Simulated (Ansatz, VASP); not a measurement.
Two plane-wave programs on In2BAs3

Contents of INCAR:

```
SYSTEM = In2BAs3
ALGO = Normal
EDIFF = 1E-6
ENCUT = 560
GGA = PE
GGA_COMPAT = .FALSE.
ISIF = 2
ISMEAR = 0
LASPH = .TRUE.
LCHARG = .TRUE.
LELF = .TRUE.
LREAL = .FALSE.
LVHAR = .TRUE.
LWAVE = .FALSE.
NBANDS = 46
NELM = 120
PREC = Accurate
SIGMA = 0.1
```

KPOINTS

```
k-points
0
G
  6 6 4
  0 0 0
```

POSCAR

```
In2BAs3
1.0
    4.7285827400      0.0000000000      0.0000000000
   -2.3642913700      4.0950727800      0.0000000000
    0.0000000000      0.0000000000      6.8742569000
In B As
2 1 3
Direct
    0.0000000000      0.0000000000      0.7844641100
    0.0000000000      0.0000000000      0.2155358900
    0.0000000000      0.0000000000      0.5000000000
    0.5000000000      0.0000000000      0.0000000000
    0.0000000000      0.5000000000      0.0000000000
    0.5000000000      0.5000000000      0.0000000000
```

Input for Ansatz:

```yaml
crystal:
  lattice:
    - [4.72858274, 0.0, 0.0]
    - [-2.36429137, 4.09507278, 0.0]
    - [0.0, 0.0, 6.8742569]
  atoms:
    - { symbol: In, position: [0.0, 0.0, 0.78446411] }
    - { symbol: In, position: [0.0, 0.0, 0.21553589] }
    - { symbol: B, position: [0.0, 0.0, 0.5] }
    - { symbol: As, position: [0.5, 0.0, 0.0] }
    - { symbol: As, position: [0.0, 0.5, 0.0] }
    - { symbol: As, position: [0.5, 0.5, 0.0] }
basis:
  ecutwfc: 420
kpoints:
  mp_grid: { grid: [6, 6, 4] }
hamiltonian:
  xc: pbe
scf:
  occupations: { method: gaussian, width: 0.1 }
  lower_state_search: "off"
output:
  forces: true
  stress: true
  eigenvalues: true
```

Alike in both runs: task single point; functional PBE; k mesh 6 × 6 × 4; occupations gaussian, width 0.1 eV; no spin polarisation.

```csv
,VASP,Ansatz
version,VASP 6.6.1,Ansatz 0.2.0
potentials or method,"VASP PAW PBE potentials, release 64 (In_d, B, As_d), cutoff 560 eV","scalar-relativistic, plane waves, PAW"
valence electrons in the cell,74,74
```

|  | VASP | Ansatz | Ansatz less VASP |
| --- | --- | --- | --- |
| gap on the k mesh at the Fermi level (eV) | none | none | - |
| rms of the force components (eV/Å) | 0.104 | 0.133 | +0.0293 |

Atom by atom the forces differ by 0.029 eV/Å (rms over components). A gap of «none» marks a metal or a gap that the smearing closes. With one functional, cell and mesh, what is left measures potentials, basis and numerics.
